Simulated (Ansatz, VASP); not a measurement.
ZnS in VASP and in Ansatz

File INCAR:

```
ALGO = Normal
EDIFF = 1E-6
ENCUT = 520
GGA = PE
ISIF = 2
ISMEAR = 0
LASPH = T
LCHARG = T
LELF = T
LREAL = F
LVHAR = T
LWAVE = F
NBANDS = 26
NELM = 60
PREC = Accurate
SIGMA = 0.05
```

Contents of KPOINTS:

```
k-points
0
Gamma
  12 12 6
```

POSCAR

```
ZnS
1.0
    3.8109987816      0.0000000000      0.0000000000
   -1.9054993908      3.3004217586      0.0000000000
    0.0000000000      0.0000000000      6.2340000000
Zn S
2 2
Direct
    0.2565081431      0.6104267241      0.0000000000
    0.7434918569      0.3895732759      0.5000000000
    0.3986159375      0.7144568498      0.3850000000
    0.6013840625      0.2855431502      0.8850000000
```

Input for Ansatz:

```yaml
crystal:
  lattice:
    - [3.8109987816, 0.0, 0.0]
    - [-1.9054993908, 3.3004217586, 0.0]
    - [0.0, 0.0, 6.234]
  atoms:
    - { symbol: Zn, position: [0.2565081431, 0.6104267241, 0.0] }
    - { symbol: Zn, position: [0.7434918569, 0.3895732759, 0.5] }
    - { symbol: S, position: [0.3986159375, 0.7144568498, 0.385] }
    - { symbol: S, position: [0.6013840625, 0.2855431502, 0.885] }
basis:
  ecutwfc: 420
kpoints:
  mp_grid: { grid: [12, 12, 6] }
hamiltonian:
  xc: pbe
scf:
  occupations: { method: gaussian, width: 0.05 }
output:
  forces: true
  stress: true
  eigenvalues: true
```

Change from the starting cell: mode 4 (73.5 1/cm) frozen in, largest displacement +0.263 Å.

Alike in both runs: task single point; functional PBE; k mesh 12 × 12 × 6; occupations gaussian, width 0.05 eV; no spin polarisation.

|  | VASP | Ansatz |
| --- | --- | --- |
| version | VASP 6.6.1 | Ansatz 0.2.0 |
| potentials or method | VASP PAW PBE potentials, release 64 (Zn, S), cutoff 520 eV | scalar-relativistic, plane waves, PAW |
| valence electrons in the cell | 36 | 36 |

|  | VASP | Ansatz | Ansatz less VASP |
| --- | --- | --- | --- |
| gap on the k mesh at the Fermi level (eV) | 2.08 | 2.07 | -0.005 |
| least direct gap on the mesh (eV) | 2.08 | 2.07 | -0.005 |
| pressure (GPa) | 2.0 | 1.9 | -0.16 |
| traceless stress, the component that is largest in VASP (GPa) | -1.72 | -1.68 | +0.039 |
| rms of the force components (eV/Å) | 0.286 | 0.284 | -0.0016 |

Atom by atom the forces differ by 0.003 eV/Å (rms over components).
